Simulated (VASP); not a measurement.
# FeRuSO (P4/nmm) in VASP: single point with PBE+U

Aim: the single point of FeRuSO with PBE+U.

Program: VASP 6.6.1. These are calculated values, not measurements. Logs are shortened: lines on timing, memory, paths and dates and some standing lists are left out, and cuts for length are marked.

**1. The cell of the first run**

Symmetry: P4/nmm, No. 129, tetragonal system. The conventional cell has a = 3.834 Å, b = 3.834 Å, c = 8.673 Å, α = 90.00°, β = 90.00°, γ = 90.00°. Ru (site symmetry -4m2) has 4 S at 2.35 Å and 4 Ru at 2.71 Å within 3.1 Å. Within 3.1 Å of S (site symmetry 4mm) lie 4 Ru at 2.35 Å. Fe (site symmetry -4m2) has 4 O at 2.02 Å and 4 Fe at 2.71 Å within 2.8 Å. O (site symmetry 4mm) has 4 Fe at 2.02 Å within 2.7 Å.

**2. Single point, PBE+U, collinear spin, ferromagnetic start**

POSCAR reads:

```
FeRuSO
1.0
    3.8340656000      0.0000000000      0.0000000000
    0.0000000000      3.8340656000      0.0000000000
    0.0000000000      0.0000000000      8.6725167200
Ru S Fe O
2 2 2 2
Direct
    0.7500000000      0.2500000000      0.5000000000
    0.2500000000      0.7500000000      0.5000000000
    0.2500000000      0.2500000000      0.3442000000
    0.7500000000      0.7500000000      0.6558000000
    0.2500000000      0.7500000000      0.0000000000
    0.7500000000      0.2500000000      0.0000000000
    0.2500000000      0.2500000000      0.9256000000
    0.7500000000      0.7500000000      0.0744000000
```

INCAR.step1 reads:

```
SYSTEM = FeRuSO
ALGO = Normal
EDIFF = 1E-6
ENCUT = 520
GGA = PE
GGA_COMPAT = .FALSE.
ISIF = 2
ISMEAR = -1
ISPIN = 2
ISYM = 0
KPAR = 4
LASPH = .TRUE.
LCHARG = .TRUE.
LDAU = .TRUE.
LDAUJ = 0 0 0 0
LDAUL = 2 -1 2 -1
LDAUPRINT = 1
LDAUTYPE = 2
LDAUU = 3.06 0 2.77 0
LMAXMIX = 4
LORBIT = 11
LREAL = .FALSE.
LWAVE = .FALSE.
MAGMOM = 2 2 0 0 4 4 0 0
NBANDS = 48
NEDOS = 2001
NELM = 200
PREC = Accurate
SIGMA = 0.1
```

KPOINTS.step1 reads:

```
k-points
0
G
  6 6 3
  0 0 0
```

INCAR.step2 reads:

```
SYSTEM = FeRuSO
ALGO = Normal
EDIFF = 1E-6
ENCUT = 520
GGA = PE
GGA_COMPAT = .FALSE.
ICHARG = 11
ISIF = 2
ISMEAR = -5
ISPIN = 2
ISYM = 0
KPAR = 4
LASPH = .TRUE.
LCHARG = .FALSE.
LDAU = .TRUE.
LDAUJ = 0 0 0 0
LDAUL = 2 -1 2 -1
LDAUPRINT = 1
LDAUTYPE = 2
LDAUU = 3.06 0 2.77 0
LMAXMIX = 4
LORBIT = 10
LREAL = .FALSE.
LWAVE = .FALSE.
MAGMOM = 2 2 0 0 4 4 0 0
NEDOS = 1001
NELM = 200
PREC = Accurate
SIGMA = 0.1
```

KPOINTS.step2 reads:

```
k-points
0
G
  9 9 5
  0 0 0
```

Potentials or basis: VASP PAW PBE potentials, release 64 (Ru_pv, S, Fe, O).

Run with:

```
$ cat potpaw_PBE.64/Ru_pv/POTCAR potpaw_PBE.64/S/POTCAR potpaw_PBE.64/Fe/POTCAR potpaw_PBE.64/O/POTCAR > POTCAR
$ cp INCAR.step1 INCAR
$ cp KPOINTS.step1 KPOINTS
$ mpirun -np 4 vasp_std > vasp.out
$ cp INCAR.step2 INCAR
$ cp KPOINTS.step2 KPOINTS
$ mpirun -np 4 vasp_std > vasp.out
```

OUTCAR:

```text
SYSTEM = FeRuSO
   EDIFF = 1E-6
   ENCUT = 520
   GGA = PE
   ICHARG = 11
   ISIF = 2
   ISMEAR = -5
   ISPIN = 2
   ISYM = 0
   LASPH = .TRUE.
   LORBIT = 10
   LREAL = .FALSE.
   NELM = 200
   PREC = Accurate

 ion  position               nearest neighbor table
   1  0.750  0.250  0.500-   3 2.35   4 2.35   4 2.35   3 2.35   2 2.71   2 2.71   2 2.71   2 2.71

   2  0.250  0.750  0.500-   3 2.35   4 2.35   3 2.35   4 2.35   1 2.71   1 2.71   1 2.71   1 2.71

   3  0.250  0.250  0.344-   1 2.35   2 2.35   2 2.35   1 2.35
   4  0.750  0.750  0.656-   1 2.35   2 2.35   1 2.35   2 2.35
   5  0.250  0.750  0.000-   7 2.02   8 2.02   7 2.02   8 2.02   6 2.71   6 2.71   6 2.71   6 2.71

   6  0.750  0.250  0.000-   7 2.02   8 2.02   8 2.02   7 2.02   5 2.71   5 2.71   5 2.71   5 2.71

   7  0.250  0.250  0.926-   5 2.02   6 2.02   5 2.02   6 2.02
   8  0.750  0.750  0.074-   5 2.02   6 2.02   6 2.02   5 2.02

IMPORTANT INFORMATION: All symmetrisations will be switched off!
NOSYMM: (Re-)initialisation of all symmetry stuff for point group C_1.

----------------------------------------------------------------------------------------

                                     Primitive cell

  volume of cell :     127.4865

  direct lattice vectors                    reciprocal lattice vectors
     3.834065600  0.000000000  0.000000000     0.260819742  0.000000000  0.000000000
     0.000000000  3.834065600  0.000000000     0.000000000  0.260819742  0.000000000
     0.000000000  0.000000000  8.672516720     0.000000000  0.000000000  0.115306783

  length of vectors
     3.834065600  3.834065600  8.672516720     0.260819742  0.260819742  0.115306783

  position of ions in fractional coordinates (direct lattice)
     0.750000000  0.250000000  0.500000000
     0.250000000  0.750000000  0.500000000
     0.250000000  0.250000000  0.344200000
     0.750000000  0.750000000  0.655800000
     0.250000000  0.750000000  0.000000000
     0.750000000  0.250000000  0.000000000
     0.250000000  0.250000000  0.925600000
     0.750000000  0.750000000  0.074400000

  ion indices of the primitive-cell ions
   primitive index   ion index
                 1           1
                 2           2
                 3           3
                 4           4
                 5           5
                 6           6
                 7           7
                 8           8

----------------------------------------------------------------------------------------

 KPOINTS: k-points

Automatic generation of k-mesh.
 Grid dimensions read from file:
 generate k-points for:    9    9    5

 Generating k-lattice:

  Cartesian coordinates                     Fractional coordinates (reciprocal lattice)
     0.028979971  0.000000000  0.000000000     0.111111111  0.000000000  0.000000000
     0.000000000  0.028979971  0.000000000     0.000000000  0.111111111  0.000000000
     0.000000000  0.000000000  0.023061357     0.000000000  0.000000000  0.200000000

  Length of vectors
     0.028979971  0.028979971  0.023061357

  Shift w.r.t. Gamma in fractional coordinates (k-lattice)
     0.000000000  0.000000000  0.000000000

 TETIRR: Found   1212 inequivalent tetrahedra from     2430

 Subroutine IBZKPT returns following result:
 ===========================================

[... 45 lines left out ...]
   ENCUT  =  520.0 eV  38.22 Ry    6.18 a.u.   7.13  7.13 16.13*2*pi/ulx,y,z
   NELM   =    200;   NELMIN=  2; NELMDL=  0     # of ELM steps
   EDIFF  = 0.1E-05   stopping-criterion for ELM
   LREAL  =      F    real-space projection
   EDIFFG = 0.1E-04   stopping-criterion for IOM
   NSW    =      0    number of steps for IOM
   IBRION =     -1    ionic relax: 0-MD 1-quasi-New 2-CG
   NFREE  =      0    steps in history (QN), initial steepest desc. (CG)
   ISIF   =      2    stress and relaxation
   ISYM   =      0    0-nonsym 1-usesym 2-fastsym
   POTIM  = 0.5000    time-step for ionic-motion
   TEBEG  =    0.0;   TEEND  =   0.0 temperature during run
   PSTRESS=    0.0 pullay stress
   NELECT =      68.0000    total number of electrons
   NUPDOWN=      -1.0000    fix difference up-down
   EMIN   =  10.00;   EMAX   =-10.00  energy-range for DOS
   EFERMI =   0.00;   METHOD = LEGACY
   ISMEAR =    -5;   SIGMA  =   0.10  broadening in eV -4-tet -1-fermi 0-gaus
   EFERMI_NEDOS =   21; number of points for ismear=-14 and -15
   IALGO  =     38    algorithm
   IMIX   =      4    mixing-type and parameters
     AMIX     =   0.40;   BMIX     =  1.00
     AMIX_MAG =   1.60;   BMIX_MAG =  1.00
  volume/ion in A,a.u.               =      15.94       107.54
  Fermi-wavevector in a.u.,A,eV,Ry     =   1.327669  2.508930 23.983047  1.762704
  Thomas-Fermi vector in A             =   2.456964
   LORBIT       =     10    0 simple, 1 ext, 2 COOP (PROOUT), +10 PAW based schemes
 LDA+U is selected, type is set to LDAUTYPE =  2
   angular momentum for each species LDAUL =     2   -1    2   -1
   U (eV)           for each species LDAUU =   3.1  0.0  2.8  0.0
   J (eV)           for each species LDAUJ =   0.0  0.0  0.0  0.0
   GGA     = PE    functional components
   LHFCALC =     F    Hartree Fock is set to
   AEXX    =    0.0000 exact exchange contribution
   IVDW    =     0    specifies the selected vdW correction
   LEPSILON=     F    determine dielectric tensor
   LRPA    =     F    only Hartree local field effects (RPA)
 spin polarized calculation
 Fermi weights with tetrahedron method with Bloechl corrections
  energy-cutoff  :      520.00
  volume of cell :      127.49
 maximum number of plane-waves:      3454
 NGX is ok and might be reduce to    30

atom =   1  type =  1  l = 2

 onsite density matrix

spin component  1
[... 116 lines left out ...]
  o =  0.0998  v =  0.0000  0.0000  0.0000  0.0000  0.0000 -0.0000 -0.0016  1.0000 -0.0026 -0.0010      0.0000  0.0000  0.0000  0.0000  0.0000  0.0000  0.0000  0.0000  0.0000  0.0000
  o =  0.1154  v =  0.0000  0.0000  0.0000  0.0000  0.0000 -0.0009  0.0208 -0.0026 -0.9998  0.0005      0.0000  0.0000  0.0000  0.0000  0.0000  0.0000  0.0000  0.0000  0.0000  0.0000
  o =  0.1155  v =  0.0000  0.0000  0.0000  0.0000  0.0000 -0.0007 -0.9998 -0.0016 -0.0208 -0.0004      0.0000  0.0000  0.0000  0.0000  0.0000  0.0000  0.0000  0.0000  0.0000  0.0000
  o =  0.1653  v =  0.0000  0.0000  0.0000  0.0000  0.0000  0.0000 -0.0004  0.0010  0.0005  1.0000      0.0000  0.0000  0.0000  0.0000  0.0000  0.0000  0.0000  0.0000  0.0000  0.0000
  o =  0.7110  v =  0.0000  0.0000  0.0000  0.0000  0.0000 -1.0000  0.0006 -0.0000  0.0009  0.0000      0.0000  0.0000  0.0000  0.0000  0.0000  0.0000  0.0000  0.0000  0.0000  0.0000
  o =  0.9585  v =  0.0001  0.0001  1.0000  0.0001  0.0000  0.0000  0.0000  0.0000  0.0000  0.0000      0.0000  0.0000  0.0000  0.0000  0.0000  0.0000  0.0000  0.0000  0.0000  0.0000
  o =  0.9721  v = -0.2683  0.5088 -0.0001  0.8180 -0.0000  0.0000  0.0000  0.0000  0.0000  0.0000      0.0000  0.0000  0.0000  0.0000  0.0000  0.0000  0.0000  0.0000  0.0000  0.0000
  o =  0.9721  v =  0.0182  0.8517 -0.0000 -0.5237 -0.0000  0.0000  0.0000  0.0000  0.0000  0.0000      0.0000  0.0000  0.0000  0.0000  0.0000  0.0000  0.0000  0.0000  0.0000  0.0000
  o =  0.9723  v =  0.9632  0.1256 -0.0002  0.2378  0.0000  0.0000  0.0000  0.0000  0.0000  0.0000      0.0000  0.0000  0.0000  0.0000  0.0000  0.0000  0.0000  0.0000  0.0000  0.0000
  o =  1.0140  v = -0.0000  0.0000 -0.0000 -0.0000  1.0000  0.0000  0.0000  0.0000  0.0000  0.0000      0.0000  0.0000  0.0000  0.0000  0.0000  0.0000  0.0000  0.0000  0.0000  0.0000

 number of electron      68.0000008 magnetization       8.1721016

 Free energy of the ion-electron system (eV)
  ---------------------------------------------------
  ext. energy  EPLUGINS =         0.00000000
  ---------------------------------------------------
  free energy    TOTEN  =       -47.14472859 eV

  energy without entropy =      -47.14472859  energy(sigma->0) =      -47.14472859

 E-fermi :   5.7815     XC(G=0): -10.5191

 val. band max:        6.0048460178   @ k =   0.0000   0.0000   0.0000
 cond. band min:       5.7606321860   @ k =  -0.4444   0.3333  -0.4000
 fundamental gap:     -0.2442138318
 Fermi energy:         5.7815418681

 spin component 1

 k-point     1 :       0.0000    0.0000    0.0000
  band No.  band energies     occupation
      1     -37.0488      1.00000
      2     -37.0488      1.00000
      3     -36.6870      1.00000
      4     -36.5766      1.00000
      5     -36.5766      1.00000
      6     -36.5582      1.00000
[... 2345 lines left out ...]
     45      11.1165      0.00000
     46      13.0420      0.00000

 [... further k-points ...]
[... 5 lines left out ...]
  --------------------------------------------------------------------------------------
  -------------------------------------------------------------------------------------
  Total       -0.3780156     -0.3800278     -2.6095949      0.0124609     -0.0001898     -0.0003457
  in kB       -4.7506831     -4.7759717    -32.7958928      0.1566017     -0.0023851     -0.0043448
  external PRESSURE =     -14.1075159 kB  Pullay stress =       0.0000000 kB

 VOLUME and BASIS-vectors are now :
 -----------------------------------------------------------------------------
  energy-cutoff  :      520.00
  volume of cell :      127.49
      direct lattice vectors                 reciprocal lattice vectors
     3.834065600  0.000000000  0.000000000     0.260819742  0.000000000  0.000000000
     0.000000000  3.834065600  0.000000000     0.000000000  0.260819742  0.000000000
     0.000000000  0.000000000  8.672516720     0.000000000  0.000000000  0.115306783

 POSITION                                       TOTAL-FORCE (eV/Angst)
 -----------------------------------------------------------------------------------
      2.87555      0.95852      4.33626        -0.000085      0.000066      0.000029
      0.95852      2.87555      4.33626         0.000083     -0.000068     -0.000029
      0.95852      0.95852      2.98508        -0.000122     -0.000131      1.590757
      2.87555      2.87555      5.68744         0.000133      0.000091     -1.590756
      0.95852      2.87555      0.00000         0.000464      0.000587     -0.000361
      2.87555      0.95852      0.00000        -0.000791      0.000900      0.000362
      0.95852      0.95852      8.02728         0.000514     -0.000650     -0.335452
      2.87555      2.87555      0.64524        -0.000195     -0.000796      0.335451
 -----------------------------------------------------------------------------------
    total drift:                               -0.000023      0.000071     -0.000003

  FREE ENERGIE OF THE ION-ELECTRON SYSTEM (eV)
  ---------------------------------------------------
  free  energy   TOTEN  =       -47.1447285946 eV

  energy  without entropy=      -47.1447285946  energy(sigma->0) =      -47.14472859

 total charge

# of ion       s       p       d       tot
------------------------------------------
    1        0.306   6.259   6.222  12.787
    2        0.306   6.259   6.222  12.787
    3        1.342   2.269   0.000   3.612
    4        1.342   2.269   0.000   3.612
    5        0.334   0.415   6.067   6.816
    6        0.334   0.415   6.067   6.816
    7        1.556   3.443   0.000   4.999
    8        1.556   3.443   0.000   4.999
--------------------------------------------------
tot          7.078  24.771  24.578  56.427

 magnetization (x)

# of ion       s       p       d       tot
------------------------------------------
    1        0.001  -0.000  -0.007  -0.006
    2        0.001  -0.000  -0.007  -0.006
    3        0.002   0.007   0.000   0.009
    4        0.002   0.007   0.000   0.009
    5        0.038   0.032   3.685   3.755
    6        0.038   0.032   3.685   3.755
    7        0.018   0.216   0.000   0.234
    8        0.018   0.216   0.000   0.234
--------------------------------------------------
tot          0.118   0.509   7.356   7.983
```

Run time: 14 min. Hardware: 4 MPI ranks of Intel Xeon Platinum 8259CL at 2.50GHz (Skylake/Cascade Lake), shared host; peak memory 1.5 GiB.

Results:

- Net moment: 8.17 μB per cell
- Site moments: Ru -0.01; S +0.01; Fe +3.75; O +0.23 μB
- Valence electrons inside the program's atomic spheres: Ru 12.79; S 3.61; Fe 6.82; O 5.00

Eigenvalues of the final occupation matrices:
```csv
site,spin,trace,eigenvalues
site 1 d,1,3.13,0.58 0.59 0.59 0.66 0.72
site 1 d,2,3.14,0.58 0.59 0.59 0.67 0.71
site 2 d,1,3.13,0.58 0.59 0.59 0.66 0.72
site 2 d,2,3.14,0.58 0.59 0.59 0.67 0.71
site 5 d,1,4.89,0.96 0.97 0.97 0.97 1.01
site 5 d,2,1.21,0.10 0.12 0.12 0.17 0.71
site 6 d,1,4.89,0.96 0.97 0.97 0.97 1.01
site 6 d,2,1.21,0.10 0.12 0.12 0.17 0.71
```

Caveat: the run started ferromagnetic, and an antiferromagnetic order may lie lower in energy. The state reached can hang on the start; a lower one may exist.
